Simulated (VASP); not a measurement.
Wanted: the native input for a VASP 6.6.1 run.

| Item | Value |
| --- | --- |
| Task | electric field gradients |
| Functional | LDA |
| Potentials or basis | VASP PAW LDA potentials, release 64 (Sr_sv, O) |
| Cutoff | 520 eV |
| k mesh | 8 × 8 × 8 |
| Occupations | fermi-dirac, width 0.02 eV |
| Spin | no spin polarisation |
| Dipole correction | no |
| Further INCAR settings | ALGO = Normal; EDIFF = 1e-08; NBANDS = 15 |

The structure of SrO lies in POSCAR:

```
SrO
1.0
    0.0000000000      2.5698000000      2.5441020000
    2.5698000000      0.0000000000      2.5441020000
    2.5698000000      2.5698000000      0.0000000000
Sr O
1 1
Direct
    0.0000000000      0.0000000000      0.0000000000
    0.5000000000      0.5000000000      0.5000000000
```

This cell differs from its parent crystal: zz strain of -1 %.

One way to write it, as run:

INCAR

```
PREC = Accurate ; ENCUT = 520
EDIFF = 1E-8 ; ISMEAR = -1
SIGMA = 0.02 ; LREAL = F
LASPH = T ; NELM = 60
ALGO = Normal ; ISIF = 2
LWAVE = F ; LCHARG = F
GGA = CA ; LEFG = T
NBANDS = 15
```

KPOINTS

```
Automatic mesh
0
Gamma
  8 8 8
```

Potentials or basis: VASP PAW LDA potentials, release 64 (Sr_sv, O).

The run is started by

```bash
$ cat potpaw_LDA.64/Sr_sv/POTCAR potpaw_LDA.64/O/POTCAR > POTCAR
$ mpirun -np 1 vasp_std > vasp.out
```

Results of the run:

* Pressure: -2.6 GPa
* Band gap on the k mesh: 3.04 eV (least direct gap 3.15 eV)
* Largest electric field gradient by atom: Sr -10.8; O -3.6 V/Å²

Caveat: the cell differs from its parent crystal (zz strain of -1 %); without QUAD_EFG the Cq values of the log hold for a quadrupole moment of 1 mb, not for the nuclei.

Wall time 47 s on 1 thread of Intel Xeon 8259CL (shared host), peak memory 0.16 GiB.
